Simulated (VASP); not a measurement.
# NaH (R-3m) in VASP: further runs

The runs below take NaH through single point, with PBEsol.

All numbers are computed with VASP 6.6.1; they aren't measurements. Logs are shortened: lines on timing, memory, paths and dates and some standing lists are left out, and cuts for length are marked.

## 1. The cell of the first run

It takes space group R-3m (No. 166, trigonal). Conventional cell: a = 3.439 Å, b = 3.439 Å, c = 8.509 Å, α = 90.00°, β = 90.00°, γ = 120.00°. Within 3.2 Å of Na (site symmetry -3m) lie 6 H at 2.44 Å. H (site symmetry -3m) has 6 Na at 2.44 Å within 3.2 Å.

## 2. Single point, PBEsol

File INCAR:

```
PREC = Accurate ; ENCUT = 500
EDIFF = 1E-6 ; ISMEAR = -1
SIGMA = 0.02 ; LREAL = F
LASPH = T ; NELM = 120
ALGO = Normal ; ISIF = 2
LWAVE = F ; LCHARG = F
GGA = PS ; NBANDS = 11
GGA_COMPAT = F
```

File KPOINTS:

```
regular mesh
0
Gamma
  7 7 7
```

File POSCAR:

```
NaH
1.0
    0.0162666667      2.4481333333      2.4481333333
    2.4481333333      0.0162666667      2.4481333333
    2.4481333333      2.4481333333      0.0162666667
Na H
1 1
Direct
    0.0000000000      0.0000000000      0.0000000000
    0.5000000000      0.5000000000      0.5000000000
```

Potentials or basis: VASP PAW PBE potentials, release 64 (Na_pv, H).

The run is started by

```bash
cat potpaw_PBE.64/Na_pv/POTCAR potpaw_PBE.64/H/POTCAR > POTCAR
mpirun -np 1 vasp_std > vasp.out
```

OUTCAR:

```text
PREC = Accurate
   ENCUT = 500
   EDIFF = 1E-6
   ISMEAR = -1
   LREAL = F
   LASPH = T
   NELM = 120
   ISIF = 2
   GGA = PS

 ion  position               nearest neighbor table
   1  0.000  0.000  0.000-
   2  0.500  0.500  0.500-

  LATTYP: Found a trigonal (rhomboedric) cell.
 ALAT       =     3.4622215758
 COS(alpha) =     0.5066333345

  Lattice vectors:

 A1 = (   0.0162666667,   2.4481333333,   2.4481333333)
 A2 = (   2.4481333333,   0.0162666667,   2.4481333333)
 A3 = (   2.4481333333,   2.4481333333,   0.0162666667)

Analysis of symmetry for initial positions (statically):
=====================================================================
 Subroutine PRICEL returns:
 Original cell was already a primitive cell.

 Routine SETGRP: Setting up the symmetry group for a
 trigonal (rhombohedral) supercell.

 Subroutine GETGRP returns: Found 12 space group operations
 (whereof 12 operations were pure point group operations)
 out of a pool of 12 trial point group operations.

The static configuration has the point symmetry D_3d.

Analysis of symmetry for dynamics (positions and initial velocities):
=====================================================================
 Subroutine PRICEL returns:
 Original cell was already a primitive cell.

 Routine SETGRP: Setting up the symmetry group for a
 trigonal (rhombohedral) supercell.

 Subroutine GETGRP returns: Found 12 space group operations
 (whereof 12 operations were pure point group operations)
 out of a pool of 12 trial point group operations.

The dynamic configuration has the point symmetry D_3d.

 Subroutine INISYM returns: Found 12 space group operations
 (whereof 12 operations are pure point group operations),
 and found     1 'primitive' translations

----------------------------------------------------------------------------------------

                                     Primitive cell

  volume of cell :      29.0526

  direct lattice vectors                    reciprocal lattice vectors
     0.016266667  2.448133333  2.448133333    -0.206284183  0.204922571  0.204922571
     2.448133333  0.016266667  2.448133333     0.204922571 -0.206284183  0.204922571
     2.448133333  2.448133333  0.016266667     0.204922571  0.204922571 -0.206284183

  length of vectors
     3.462221576  3.462221576  3.462221576     0.355724170  0.355724170  0.355724170

  position of ions in fractional coordinates (direct lattice)
[... 85 lines left out ...]
   ISIF   =      2    stress and relaxation
   ISYM   =      2    0-nonsym 1-usesym 2-fastsym
   POTIM  = 0.5000    time-step for ionic-motion
   TEBEG  =    0.0;   TEEND  =   0.0 temperature during run
   PSTRESS=    0.0 pullay stress
   NELECT =       8.0000    total number of electrons
   NUPDOWN=      -1.0000    fix difference up-down
   EMIN   =  10.00;   EMAX   =-10.00  energy-range for DOS
   EFERMI =   0.00;   METHOD = LEGACY
   ISMEAR =    -1;   SIGMA  =   0.02  broadening in eV -4-tet -1-fermi 0-gaus
   EFERMI_NEDOS =   21; number of points for ismear=-14 and -15
   IALGO  =     38    algorithm
   IMIX   =      4    mixing-type and parameters
     AMIX     =   0.40;   BMIX     =  1.00
     AMIX_MAG =   1.60;   BMIX_MAG =  1.00
  volume/ion in A,a.u.               =      14.53        98.03
  Fermi-wavevector in a.u.,A,eV,Ry     =   1.065066  2.012683 15.433978  1.134365
  Thomas-Fermi vector in A             =   2.200605
   LORBIT       =      0    0 simple, 1 ext, 2 COOP (PROOUT), +10 PAW based schemes
   GGA     = PS    functional components
   LHFCALC =     F    Hartree Fock is set to
   AEXX    =    0.0000 exact exchange contribution
   IVDW    =     0    specifies the selected vdW correction
   LEPSILON=     F    determine dielectric tensor
   LRPA    =     F    only Hartree local field effects (RPA)
 non-spin polarized calculation
  energy-cutoff  :      500.00
  volume of cell :       29.05
 maximum number of plane-waves:       754
 NGX is ok and might be reduce to    28
   NGX = 13   NGY = 13   NGZ = 13

 number of electron       8.0000008 magnetization

 Free energy of the ion-electron system (eV)
  ---------------------------------------------------
  ext. energy  EPLUGINS =         0.00000000
  ---------------------------------------------------
  free energy    TOTEN  =        -5.08009771 eV

  energy without entropy =       -5.08009771  energy(sigma->0) =       -5.08009771

 E-fermi :  -0.7159     XC(G=0):  -7.7902

 val. band max:       -1.2642076232   @ k =  -0.2857   0.4286   0.1429
 cond. band min:       2.6646496696   @ k =  -0.4286   0.4286   0.4286
 fundamental gap:      3.9288572928
 Fermi energy:        -0.7158735372

 k-point     1 :       0.0000    0.0000    0.0000
  band No.  band energies     occupation
      1     -23.2350      2.00000
      2     -23.2350      2.00000
      3     -23.2334      2.00000
      4      -4.8245      2.00000
      5       8.9736      0.00000
      6      13.8473      0.00000
      7      14.0753      0.00000
      8      14.0753      0.00000
      9      14.7043      0.00000
     10      14.9542      0.00000
     11      14.9542      0.00000
[... 309 lines left out ...]
 k-point    24 :       0.4286    0.2857    0.1429
  band No.  band energies     occupation
      1     -23.2909      2.00000
      2     -23.2603      2.00000
      3     -23.2485      2.00000
      4      -2.7754      2.00000
      5       4.9004      0.00000
      6       7.0142      0.00000
      7      10.0696      0.00000
      8      13.6712      0.00000
      9      13.8072      0.00000
     10      16.3763      0.00000
     11      19.4163      0.00000

 [... further k-points ...]

------------------------ aborting loop because EDIFF is reached ----------------------------------------

  FORCE on cell =-STRESS in cart. coord.  units (eV):
  Direction    XX          YY          ZZ          XY          YZ          ZX
  --------------------------------------------------------------------------------------
  -------------------------------------------------------------------------------------
  Total       -0.2234641     -0.2234641     -0.2234641     -0.0264314     -0.0264314     -0.0264314
  in kB      -12.3234791    -12.3234791    -12.3234791     -1.4576225     -1.4576225     -1.4576225
  external PRESSURE =     -12.3234791 kB  Pullay stress =       0.0000000 kB

 VOLUME and BASIS-vectors are now :
 -----------------------------------------------------------------------------
  energy-cutoff  :      500.00
  volume of cell :       29.05
      direct lattice vectors                 reciprocal lattice vectors
     0.016266667  2.448133333  2.448133333    -0.206284183  0.204922571  0.204922571
     2.448133333  0.016266667  2.448133333     0.204922571 -0.206284183  0.204922571
     2.448133333  2.448133333  0.016266667     0.204922571  0.204922571 -0.206284183

 POSITION                                       TOTAL-FORCE (eV/Angst)
 -----------------------------------------------------------------------------------
      0.00000      0.00000      0.00000         0.000000     -0.000000     -0.000000
      2.45627      2.45627      2.45627        -0.000000      0.000000      0.000000
 -----------------------------------------------------------------------------------
    total drift:                               -0.000000     -0.000000     -0.000000

  FREE ENERGIE OF THE ION-ELECTRON SYSTEM (eV)
  ---------------------------------------------------
  free  energy   TOTEN  =        -5.0800977076 eV

  energy  without entropy=       -5.0800977076  energy(sigma->0) =       -5.08009771
```

OSZICAR:

```text
N       E                     dE             d eps       ncg     rms          rms(c)
DAV:   1     0.381778798096E+02    0.38178E+02   -0.44012E+03   976   0.713E+02
DAV:   2    -0.414341020918E+01   -0.42321E+02   -0.41477E+02   992   0.196E+02
DAV:   3    -0.544375798789E+01   -0.13003E+01   -0.12985E+01  1172   0.332E+01
DAV:   4    -0.545259644152E+01   -0.88385E-02   -0.88375E-02  1103   0.267E+00
DAV:   5    -0.545267047309E+01   -0.74032E-04   -0.74030E-04  1141   0.254E-01    0.287E+00
DAV:   6    -0.515675132798E+01    0.29592E+00   -0.30224E-01  1151   0.316E+00    0.132E+00
DAV:   7    -0.507750611766E+01    0.79245E-01   -0.27151E-01  1112   0.220E+00    0.331E-01
DAV:   8    -0.508014702184E+01   -0.26409E-02   -0.67137E-03  1073   0.948E-01    0.600E-02
DAV:   9    -0.508010649297E+01    0.40529E-04   -0.74669E-04  1189   0.323E-01    0.192E-02
DAV:  10    -0.508009670595E+01    0.97870E-05   -0.42911E-05  1106   0.420E-02    0.294E-03
DAV:  11    -0.508009771163E+01   -0.10057E-05   -0.11781E-06  1108   0.621E-03    0.212E-03
DAV:  12    -0.508009770761E+01    0.40225E-08   -0.94708E-08   559   0.220E-03
   1 F= -.50800977E+01 E0= -.50800977E+01  d E =-.774206E-13
```

stdout:

```text
POSCAR found type information on POSCAR NaH
 POSCAR found :  2 types and       2 ions
 scaLAPACK will be used
 -----------------------------------------------------------------------------
|                                                                             |
|                                                                             |
|     You enforced a specific xc type in the INCAR file but a different       |
|     I HOPE YOU KNOW WHAT YOU ARE DOING!                                     |
|                                                                             |
 -----------------------------------------------------------------------------

 LDA part: xc-table for (Slater+PW92), standard interpolation
 POSCAR, INCAR and KPOINTS ok, starting setup
 FFT: planning ... GRIDC
 FFT: planning ... GRID_SOFT
 FFT: planning ... GRID
 WAVECAR not read
 entering main loop
```

It took 21 s on 1 thread of Intel Xeon Platinum 8259CL at 2.50GHz (Skylake/Cascade Lake), shared host; peak memory 0.15 GiB.

Results:

```yaml
Free_energy: -5.0801 eV
Pressure: -1.2 GPa
Band_gap_on_the_k_mesh: 3.93 eV (least direct gap 4.62 eV)
```

Stress tensor (GPa, compression positive):
```
-1.23 -0.15 -0.15
-0.15 -1.23 -0.15
-0.15 -0.15 -1.23
```

Levels at points of the mesh, in eV from the valence-band top:
```csv
k point,band 2,band 3,band 4,band 5,band 6,band 7
"(0.00, 0.00, 0.00)",-21.97,-21.97,-3.56,10.24,15.11,15.34
```

Caveat: the PAW data sets were made with another functional, which shifts forces and pressure a little; an odd mesh through Γ misses points on the zone boundary, where band edges can lie.

## 3. Single point, PBEsol

File INCAR:

```
PREC     = Accurate       # precision mode
ENCUT    = 500            # plane-wave cutoff, eV
EDIFF    = 1E-6           # SCF threshold, eV
ISMEAR   = -1             # smearing method
SIGMA    = 0.02           # smearing width, eV
LREAL    = F              # projectors in reciprocal space
LASPH    = T              # aspherical terms in the spheres
NELM     = 120            # most SCF steps
ALGO     = Normal         # electronic algorithm
ISIF     = 2              # what is computed and relaxed
LWAVE    = F              # write WAVECAR
LCHARG   = F              # write CHGCAR
GGA      = PS             # functional
NBANDS   = 11             # bands
GGA_COMPAT= F
```

File KPOINTS:

```
Automatic mesh
0
Gamma
  7 7 7
```

File POSCAR:

```
NaH
1.0
    0.0244000000      2.4522000000      2.4522000000
    2.4522000000      0.0244000000      2.4522000000
    2.4522000000      2.4522000000      0.0244000000
Na H
1 1
Direct
    0.0000000000      0.0000000000      0.0000000000
    0.5000000000      0.5000000000      0.5000000000
```

Potentials or basis: VASP PAW PBE potentials, release 64 (Na_pv, H).

The run is started by

```bash
cat potpaw_PBE.64/Na_pv/POTCAR potpaw_PBE.64/H/POTCAR > POTCAR
mpirun -np 1 vasp_std > vasp.out
```

Wall time 21 s (1 thread of Intel Xeon Platinum 8259CL at 2.50GHz (Skylake/Cascade Lake), shared host); peak memory 0.15 GiB.

The run converged. Its results:

```
Free energy            : -5.0798 eV
Pressure               : -1.2 GPa
Band gap on the k mesh : 3.90 eV (least direct gap 4.61 eV)
```

Stress tensor (GPa, compression positive):
```
-1.23 -0.22 -0.22
-0.22 -1.23 -0.22
-0.22 -0.22 -1.23
```

Levels at points of the mesh, in eV from the valence-band top:
```csv
k point,band 1,band 2,band 3,band 4,band 5,band 6,band 7,band 8
"(0.00, 0.00, 0.00)",-21.98,-21.98,-21.97,-3.56,10.23,15.04,15.37,15.37
```

Caveat: the PAW data sets were made with another functional, which shifts forces and pressure a little; an odd mesh through Γ misses points on the zone boundary, where band edges can lie.
